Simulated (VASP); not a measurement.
# Ba2Hf2O in VASP: a series of runs

Ba2Hf2O is run at these levels: PBE; tasks: single point.

All numbers are computed with VASP 6.6.1; they aren't measurements. Logs are shortened: lines on timing, memory, paths and dates and some standing lists are left out, and cuts for length are marked.

## 1. The cell of the first run

The typed cell holds 5 atoms: a = 5.158 Å, b = 5.158 Å, c = 6.617 Å, α = 90.00°, β = 90.00°, γ = 120.00°.

## 2. Single point, PBE

File INCAR:

```
  PREC = Accurate
  ENCUT = 520
  EDIFF = 1E-6
  ISMEAR = 0
  SIGMA = 0.1
  LREAL = False
  LASPH = True
  NELM = 100
  ALGO = Normal
  ISIF = 2
  LWAVE = False
  LCHARG = True
  GGA = PE
  LELF = True
  LVHAR = True
  NBANDS = 31
```

File KPOINTS:

```
Automatic mesh
0
Gamma
  6 6 4
```

File POSCAR:

```
Ba2Hf2O
1.0
    5.1575622214     -0.0000000027      0.0000000000
   -2.5787811084      4.4665799067      0.0000000000
    0.0000000000      0.0000000000      6.6166752399
Ba Hf O
2 2 1
Direct
    0.3333333333      0.6666666667      0.7596142655
    0.6666666667      0.3333333333      0.7596142655
    0.3333333333      0.6666666667      0.2595195931
    0.6666666667      0.3333333333      0.2595195931
    0.0000000000      0.0000000000     -0.2404217572
```

Potentials or basis: VASP PAW PBE potentials, release 64 (Ba_sv, Hf_pv, O).

Run with:

```console
cat potpaw_PBE.64/Ba_sv/POTCAR potpaw_PBE.64/Hf_pv/POTCAR potpaw_PBE.64/O/POTCAR > POTCAR
mpirun -np 1 vasp_std > vasp.out
```

OUTCAR:

```text
PREC = Accurate
   ENCUT = 520
   EDIFF = 1E-6
   ISMEAR = 0
   LREAL = False
   LASPH = True
   NELM = 100
   ISIF = 2
   GGA = PE

 ion  position               nearest neighbor table
   1  0.333  0.667  0.760-   2 2.98   2 2.98   2 2.98   5 2.98   5 2.98   5 2.98   3 3.31   3 3.31

   2  0.667  0.333  0.760-   1 2.98   1 2.98   1 2.98   5 2.98   5 2.98   5 2.98   4 3.31   4 3.31

   3  0.333  0.667  0.260-   4 2.98   4 2.98   4 2.98   1 3.31   1 3.31
   4  0.667  0.333  0.260-   3 2.98   3 2.98   3 2.98   2 3.31   2 3.31
   5  0.000  0.000  0.760-   1 2.98   2 2.98   2 2.98   1 2.98   2 2.98   1 2.98

  LATTYP: Found a hexagonal cell.
 ALAT       =     5.1575622214
 C/A-ratio  =     1.2829074970

  Lattice vectors:

 A1 = (   5.1575622214,  -0.0000000027,   0.0000000000)
 A2 = (  -2.5787811084,   4.4665799067,   0.0000000000)
 A3 = (   0.0000000000,   0.0000000000,   6.6166752399)

Analysis of symmetry for initial positions (statically):
=====================================================================
 Subroutine PRICEL returns:
 Original cell was already a primitive cell.

 Routine SETGRP: Setting up the symmetry group for a
 hexagonal supercell.

 Subroutine GETGRP returns: Found 12 space group operations
 (whereof 12 operations were pure point group operations)
 out of a pool of 24 trial point group operations.

The static configuration has the point symmetry C_6v.

Analysis of symmetry for dynamics (positions and initial velocities):
=====================================================================
 Subroutine PRICEL returns:
 Original cell was already a primitive cell.

 Routine SETGRP: Setting up the symmetry group for a
 hexagonal supercell.

 Subroutine GETGRP returns: Found 12 space group operations
 (whereof 12 operations were pure point group operations)
 out of a pool of 24 trial point group operations.

The dynamic configuration has the point symmetry C_6v.

 Subroutine INISYM returns: Found 12 space group operations
 (whereof 12 operations are pure point group operations),
 and found     1 'primitive' translations

----------------------------------------------------------------------------------------

                                     Primitive cell

  volume of cell :     152.4261

  direct lattice vectors                    reciprocal lattice vectors
     5.157562221 -0.000000003  0.000000000     0.193890051  0.111942473  0.000000000
[... 82 lines left out ...]
   ISPIN  =      1    spin polarized calculation?
   LNONCOLLINEAR =      F non collinear calculations
   LSORBIT =      F    spin-orbit coupling
   LASPH  =      T    aspherical Exc in radial PAW
   ENCUT  =  520.0 eV  38.22 Ry    6.18 a.u.   9.59  9.59 12.30*2*pi/ulx,y,z
   NELM   =    100;   NELMIN=  2; NELMDL= -5     # of ELM steps
   EDIFF  = 0.1E-05   stopping-criterion for ELM
   LREAL  =      F    real-space projection
[... 7 lines left out ...]
   TEBEG  =    0.0;   TEEND  =   0.0 temperature during run
   PSTRESS=    0.0 pullay stress
   NELECT =      46.0000    total number of electrons
   NUPDOWN=      -1.0000    fix difference up-down
   EMIN   =  10.00;   EMAX   =-10.00  energy-range for DOS
   EFERMI =   0.00;   METHOD = LEGACY
   ISMEAR =     0;   SIGMA  =   0.10  broadening in eV -4-tet -1-fermi 0-gaus
   EFERMI_NEDOS =   21; number of points for ismear=-14 and -15
   IALGO  =     38    algorithm
   IMIX   =      4    mixing-type and parameters
     AMIX     =   0.40;   BMIX     =  1.00
     AMIX_MAG =   1.60;   BMIX_MAG =  1.00
  volume/ion in A,a.u.               =      30.49       205.72
  Fermi-wavevector in a.u.,A,eV,Ry     =   1.098098  2.075104 16.406157  1.205819
  Thomas-Fermi vector in A             =   2.234469
   LORBIT       =      0    0 simple, 1 ext, 2 COOP (PROOUT), +10 PAW based schemes
   GGA     = PE    functional components
   LHFCALC =     F    Hartree Fock is set to
   AEXX    =    0.0000 exact exchange contribution
   IVDW    =     0    specifies the selected vdW correction
   LEPSILON=     F    determine dielectric tensor
   LRPA    =     F    only Hartree local field effects (RPA)
 non-spin polarized calculation
 Gauss-broadening in eV      SIGMA  =   0.10
  energy-cutoff  :      520.00
  volume of cell :      152.43
 maximum number of plane-waves:      4189
 NGX is ok and might be reduce to    40
   NGX = 19   NGY = 19   NGZ = 25

 number of electron      45.9999992 magnetization

 Free energy of the ion-electron system (eV)
  ---------------------------------------------------
  ext. energy  EPLUGINS =         0.00000000
  ---------------------------------------------------
  free energy    TOTEN  =       -24.48542429 eV

  energy without entropy =      -24.43335424  energy(sigma->0) =      -24.45938927

 E-fermi :   2.3961     XC(G=0):  -9.2016

 val. band max:        2.3951343937   @ k =   0.1667   0.0000   0.5000
 cond. band min:       2.3989883030   @ k =   0.5000   0.0000   0.5000
 fundamental gap:      0.0038539093
 Fermi energy:         2.3960794238

 k-point     1 :       0.0000    0.0000    0.0000
  band No.  band energies     occupation
      1     -28.6776      2.00000
      2     -28.6776      2.00000
      3     -28.5860      2.00000
      4     -28.4656      2.00000
      5     -28.1962      2.00000
      6     -28.1962      2.00000
[... 703 lines left out ...]
     30       4.8823      0.00000
     31       5.1593      0.00000

------------------------ aborting loop because EDIFF is reached ----------------------------------------

  FORCE on cell =-STRESS in cart. coord.  units (eV):
  Direction    XX          YY          ZZ          XY          YZ          ZX
  --------------------------------------------------------------------------------------
  -------------------------------------------------------------------------------------
  Total        1.3890924      1.3890924      0.9027837     -0.0000000      0.0000000      0.0000000
  in kB       14.6009902     14.6009902      9.4893157     -0.0000000      0.0000000      0.0000000
  external PRESSURE =      12.8970987 kB  Pullay stress =       0.0000000 kB

 VOLUME and BASIS-vectors are now :
 -----------------------------------------------------------------------------
  energy-cutoff  :      520.00
  volume of cell :      152.43
      direct lattice vectors                 reciprocal lattice vectors
     5.157562221 -0.000000003  0.000000000     0.193890051  0.111942473  0.000000000
    -2.578781108  4.466579907  0.000000000     0.000000000  0.223884946  0.000000000
     0.000000000  0.000000000  6.616675240     0.000000000  0.000000000  0.151133305

 POSITION                                       TOTAL-FORCE (eV/Angst)
 -----------------------------------------------------------------------------------
      0.00000      2.97772      5.02612         0.000000      0.000000     -0.000951
      2.57878      1.48886      5.02612        -0.000000     -0.000000     -0.000951
      0.00000      2.97772      1.71716        -0.000000      0.000000      0.000887
      2.57878      1.48886      1.71716         0.000000     -0.000000      0.000887
      0.00000      0.00000      5.02588        -0.000000     -0.000000      0.000126
 -----------------------------------------------------------------------------------
    total drift:                                0.000000      0.000000     -0.000263

  FREE ENERGIE OF THE ION-ELECTRON SYSTEM (eV)
  ---------------------------------------------------
  free  energy   TOTEN  =       -24.4854242926 eV

  energy  without entropy=      -24.4333542428  energy(sigma->0) =      -24.45938927
```

Wall time 55 s (1 thread of Intel Xeon 6975P-C (Granite Rapids), shared host); peak memory 0.32 GiB.

What came out:

- Free energy: -24.4854 eV
- Pressure: 1.3 GPa
- Band gap on the k mesh: zero (band 23 reaches 3.19 eV, above the bottom of band 24 at 2.11 eV)

Stress tensor (GPa, compression positive):
```
1.46 0.00 0.00
0.00 1.46 0.00
0.00 0.00 0.95
```

Caveat: spin-orbit coupling is left out, which moves the levels of the heavy elements.

## 3. Single point, PBE

This run uses another cell than the first one, of 30.60 Å³/atom, 1.004 times its volume.

File INCAR:

```
PREC     = Accurate       # precision mode
ENCUT    = 520            # plane-wave cutoff, eV
EDIFF    = 1E-7           # SCF threshold, eV
ISMEAR   = 0              # smearing method
SIGMA    = 0.1            # smearing width, eV
LREAL    = False          # projectors in reciprocal space
LASPH    = True           # aspherical terms in the spheres
NELM     = 60             # most SCF steps
ALGO     = Normal         # electronic algorithm
ISIF     = 2              # what is computed and relaxed
LWAVE    = False          # write WAVECAR
LCHARG   = False          # write CHGCAR
GGA      = PE             # functional
NBANDS   = 31             # bands
```

File KPOINTS:

```
regular mesh
0
Gamma
  12 12 6
```

File POSCAR:

```
Ba2Hf2O
1.0
    5.1560900639      0.0000000000      0.0000000000
   -2.5780450319      4.4653049795      0.0000000000
    0.0000000000      0.0000000000      6.6454842824
Ba Hf O
2 2 1
Direct
    0.3333333333      0.6666666667      0.5000000000
    0.6666666667      0.3333333333      0.5000000000
    0.3333333333      0.6666666667      0.0000000000
    0.6666666667      0.3333333333      0.0000000000
    0.0000000000      0.0000000000      0.5000000000
```

Potentials or basis: VASP PAW PBE potentials, release 64 (Ba_sv, Hf_pv, O).

Run with:

```console
cat potpaw_PBE.64/Ba_sv/POTCAR potpaw_PBE.64/Hf_pv/POTCAR potpaw_PBE.64/O/POTCAR > POTCAR
mpirun -np 1 vasp_std > vasp.out
```

It took 3.8 min on 1 thread of Intel Xeon 6975P-C (Granite Rapids), shared host; peak memory 0.5 GiB.

The run converged. Its results:

* Free energy: -24.4943 eV
* Pressure: 1.2 GPa
* Band gap on the k mesh: zero (band 23 reaches 3.20 eV, above the bottom of band 24 at 2.09 eV)

Stress tensor (GPa, compression positive):
```
1.43 0.00 0.00
0.00 1.43 0.00
0.00 0.00 0.60
```

Levels at points of the mesh, in eV from the Fermi level:
| k point | band 20 | band 21 | band 22 | band 23 | band 24 | band 25 | band 26 | band 27 |
| --- | --- | --- | --- | --- | --- | --- | --- | --- |
| (0.00, 0.00, 0.00) | -0.70 | -0.67 | -0.67 | 0.55 | 0.90 | 0.90 | 0.92 | 0.92 |
| (0.50, 0.00, 0.00) | -1.55 | -1.17 | -0.64 | -0.02 | 0.06 | 0.13 | 0.89 | 0.94 |
| (0.00, 0.00, 0.50) | -0.52 | 0.24 | 0.24 | 0.33 | 0.33 | 0.75 | 0.75 | 1.01 |
| (0.50, 0.00, 0.50) | -0.93 | -0.31 | -0.13 | -0.06 | 0.01 | 0.11 | 0.46 | 1.25 |

Caveat: spin-orbit coupling is left out, which moves the levels of the heavy elements.
